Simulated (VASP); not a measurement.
# ZnS (I-4m2) in VASP: single point with PBE

Aim: the single point of ZnS with PBE.

All numbers are computed with VASP 6.6.1; they aren't measurements. Logs are shortened: lines on timing, memory, paths and dates and some standing lists are left out, and cuts for length are marked.

## Step 1: The cell of the first run

It takes space group I-4m2 (No. 119, tetragonal). Conventional cell: a = 3.849 Å, b = 3.849 Å, c = 5.647 Å, α = 90.00°, β = 90.00°, γ = 90.00°. Within 3.2 Å of Zn (site symmetry -4m2) lie 4 S at 2.39 Å. S (site symmetry -4m2) has 4 Zn at 2.39 Å within 3.2 Å.

## Step 2: Single point, PBE (strain +0.0375 x Voigt [0, 0, 1, 0, 0, 0])

INCAR

```
SYSTEM = ZnS
ALGO = Normal ; EDIFF = 1E-6
ENCUT = 520 ; GGA = PE
ISIF = 2 ; ISMEAR = 0
LASPH = .True. ; LCHARG = .True.
LELF = .True. ; LREAL = .False.
LVHAR = .True. ; LWAVE = .False.
NBANDS = 16 ; NELM = 80
PREC = Accurate ; SIGMA = 0.05
```

KPOINTS

```
k-points
0
Gamma
  8 8 8
  0 0 0
```

POSCAR

```
ZnS
1.0
    0.0000000000      2.7215639840      2.8236226334
    2.7215639840      0.0000000000      2.8236226334
    2.7215639840      2.7215639840      0.0000000000
Zn S
1 1
Direct
    0.0000000000      0.0000000000      0.0000000000
    0.7500000000      0.7500000000      0.7500000000
```

Potentials or basis: VASP PAW PBE potentials, release 64 (Zn, S).

On the command line:

```bash
cat potpaw_PBE.64/Zn/POTCAR potpaw_PBE.64/S/POTCAR > POTCAR
mpirun -np 1 vasp_std > vasp.out
```

OUTCAR:

```text
SYSTEM = ZnS
   EDIFF = 1E-6
   ENCUT = 520
   GGA = PE
   ISIF = 2
   ISMEAR = 0
   LASPH = .True.
   LREAL = .False.
   NELM = 80
   PREC = Accurate

 ion  position               nearest neighbor table
   1  0.000  0.000  0.000-   2 2.39   2 2.39   2 2.39   2 2.39
   2  0.750  0.750  0.750-   1 2.39   1 2.39   1 2.39   1 2.39

  LATTYP: Found a body centered tetragonal cell.
 ALAT       =     3.8488726970
 C/A-ratio  =     1.4672465710

  Lattice vectors:

 A1 = (  -2.7215639840,   0.0000000000,   2.8236226334)
 A2 = (   2.7215639840,   0.0000000000,   2.8236226334)
 A3 = (   0.0000000000,   2.7215639840,  -2.8236226334)

Analysis of symmetry for initial positions (statically):
=====================================================================
 Subroutine PRICEL returns:
 Original cell was already a primitive cell.

 Routine SETGRP: Setting up the symmetry group for a
 body centered tetragonal supercell.

 Subroutine GETGRP returns: Found  8 space group operations
 (whereof  8 operations were pure point group operations)
 out of a pool of 16 trial point group operations.

The static configuration has the point symmetry D_2d.

Analysis of symmetry for dynamics (positions and initial velocities):
=====================================================================
 Subroutine PRICEL returns:
 Original cell was already a primitive cell.

 Routine SETGRP: Setting up the symmetry group for a
 body centered tetragonal supercell.

 Subroutine GETGRP returns: Found  8 space group operations
 (whereof  8 operations were pure point group operations)
 out of a pool of 16 trial point group operations.

The dynamic configuration has the point symmetry D_2d.

 Subroutine INISYM returns: Found  8 space group operations
 (whereof  8 operations are pure point group operations),
 and found     1 'primitive' translations

----------------------------------------------------------------------------------------

                                     Primitive cell

  volume of cell :      41.8286

  direct lattice vectors                    reciprocal lattice vectors
     0.000000000  2.721563984  2.823622633    -0.183717893  0.183717893  0.177077487
     2.721563984  0.000000000  2.823622633     0.183717893 -0.183717893  0.177077487
     2.721563984  2.721563984  0.000000000     0.183717893  0.183717893 -0.177077487

  length of vectors
     3.921703112  3.921703112  3.848872697     0.314421635  0.314421635  0.314421635

[... 75 lines left out ...]
   LNONCOLLINEAR =      F non collinear calculations
   LSORBIT =      F    spin-orbit coupling
   LASPH  =      T    aspherical Exc in radial PAW
   ENCUT  =  520.0 eV  38.22 Ry    6.18 a.u.   7.29  7.29  7.16*2*pi/ulx,y,z
   NELM   =     80;   NELMIN=  2; NELMDL= -5     # of ELM steps
   EDIFF  = 0.1E-05   stopping-criterion for ELM
   LREAL  =      F    real-space projection
   EDIFFG = 0.1E-04   stopping-criterion for IOM
   NSW    =      0    number of steps for IOM
   IBRION =     -1    ionic relax: 0-MD 1-quasi-New 2-CG
   NFREE  =      0    steps in history (QN), initial steepest desc. (CG)
   ISIF   =      2    stress and relaxation
   ISYM   =      2    0-nonsym 1-usesym 2-fastsym
   POTIM  = 0.5000    time-step for ionic-motion
   TEBEG  =    0.0;   TEEND  =   0.0 temperature during run
   PSTRESS=    0.0 pullay stress
   NELECT =      18.0000    total number of electrons
   NUPDOWN=      -1.0000    fix difference up-down
   EMIN   =  10.00;   EMAX   =-10.00  energy-range for DOS
   EFERMI =   0.00;   METHOD = LEGACY
   ISMEAR =     0;   SIGMA  =   0.05  broadening in eV -4-tet -1-fermi 0-gaus
   EFERMI_NEDOS =   21; number of points for ismear=-14 and -15
   IALGO  =     38    algorithm
   IMIX   =      4    mixing-type and parameters
     AMIX     =   0.40;   BMIX     =  1.00
     AMIX_MAG =   1.60;   BMIX_MAG =  1.00
  volume/ion in A,a.u.               =      20.91       141.14
  Fermi-wavevector in a.u.,A,eV,Ry     =   1.235969  2.335644 20.784540  1.527621
  Thomas-Fermi vector in A             =   2.370597
   LORBIT       =      0    0 simple, 1 ext, 2 COOP (PROOUT), +10 PAW based schemes
   GGA     = PE    functional components
   LHFCALC =     F    Hartree Fock is set to
   AEXX    =    0.0000 exact exchange contribution
   IVDW    =     0    specifies the selected vdW correction
   LEPSILON=     F    determine dielectric tensor
   LRPA    =     F    only Hartree local field effects (RPA)
 non-spin polarized calculation
 Gauss-broadening in eV      SIGMA  =   0.05
  energy-cutoff  :      520.00
  volume of cell :       41.83
 maximum number of plane-waves:      1139
 NGX is ok and might be reduce to    30
   NGX = 15   NGY = 15   NGZ = 15

 number of electron      17.9999996 magnetization

 Free energy of the ion-electron system (eV)
  ---------------------------------------------------
  ext. energy  EPLUGINS =         0.00000000
  ---------------------------------------------------
  free energy    TOTEN  =        -6.83742922 eV

  energy without entropy =       -6.83742922  energy(sigma->0) =       -6.83742922

 E-fermi :   1.8253     XC(G=0):  -9.3590

 val. band max:        1.6231997460   @ k =   0.0000   0.0000   0.0000
 cond. band min:       3.4361579383   @ k =   0.0000   0.0000   0.0000
 fundamental gap:      1.8129581923
 Fermi energy:         1.8253313619

 k-point     1 :       0.0000    0.0000    0.0000
  band No.  band energies     occupation
      1     -11.1673      2.00000
      2      -4.5580      2.00000
      3      -4.5367      2.00000
      4      -4.5367      2.00000
      5      -4.1180      2.00000
      6      -4.1109      2.00000
[... 433 lines left out ...]
      3      -4.4331      2.00000
      4      -4.3555      2.00000
      5      -4.1097      2.00000
      6      -4.0814      2.00000
[... 8 lines left out ...]
     15      14.0752      0.00000
     16      14.5800      0.00000

 [... further k-points ...]
[... 5 lines left out ...]
  --------------------------------------------------------------------------------------
  -------------------------------------------------------------------------------------
  Total       -0.4462210     -0.4462210     -0.8720223      0.0000000      0.0000000      0.0000000
  in kB      -17.0917627    -17.0917627    -33.4013804      0.0000000      0.0000000      0.0000000
  external PRESSURE =     -22.5283020 kB  Pullay stress =       0.0000000 kB

 VOLUME and BASIS-vectors are now :
 -----------------------------------------------------------------------------
  energy-cutoff  :      520.00
  volume of cell :       41.83
      direct lattice vectors                 reciprocal lattice vectors
     0.000000000  2.721563984  2.823622633    -0.183717893  0.183717893  0.177077487
     2.721563984  0.000000000  2.823622633     0.183717893 -0.183717893  0.177077487
     2.721563984  2.721563984  0.000000000     0.183717893  0.183717893 -0.177077487

 POSITION                                       TOTAL-FORCE (eV/Angst)
 -----------------------------------------------------------------------------------
      0.00000      0.00000      0.00000        -0.000000     -0.000000      0.000000
      4.08235      4.08235      4.23543         0.000000      0.000000      0.000000
 -----------------------------------------------------------------------------------
    total drift:                                0.000000      0.000000     -0.000000

  FREE ENERGIE OF THE ION-ELECTRON SYSTEM (eV)
  ---------------------------------------------------
  free  energy   TOTEN  =        -6.8374292182 eV

  energy  without entropy=       -6.8374292182  energy(sigma->0) =       -6.83742922
```

Wall time 31 s (1 thread of AMD EPYC 7R43 (Zen 3), shared host); peak memory 0.15 GiB.

What came out:

```yaml
Free_energy: -6.8374 eV
Pressure: -2.3 GPa
Band_gap_on_the_k_mesh: 1.81 eV, direct
```

Levels at points of the mesh, in eV from the valence-band top:
```tsv
k point	band 5	band 6	band 7	band 8	band 9	band 10	band 11	band 12	band 13	band 14
(0.00, 0.00, 0.00)	-5.74	-5.73	-0.13	0.00	0.00	1.81	6.39	6.39	6.40	11.26
(0.50, 0.00, 0.00)	-5.71	-5.56	-4.95	-0.92	-0.73	3.13	6.78	7.06	8.61	11.86
(0.50, 0.50, 0.00)	-5.68	-5.58	-4.51	-1.93	-1.93	3.61	4.25	10.28	11.57	11.57
(0.50, 0.00, 0.50)	-5.67	-5.53	-4.30	-2.15	-2.08	3.44	3.91	10.65	11.31	11.61
```

Caveat: the cell differs from its parent crystal (strain +0.0375 x Voigt [0, 0, 1, 0, 0, 0]).
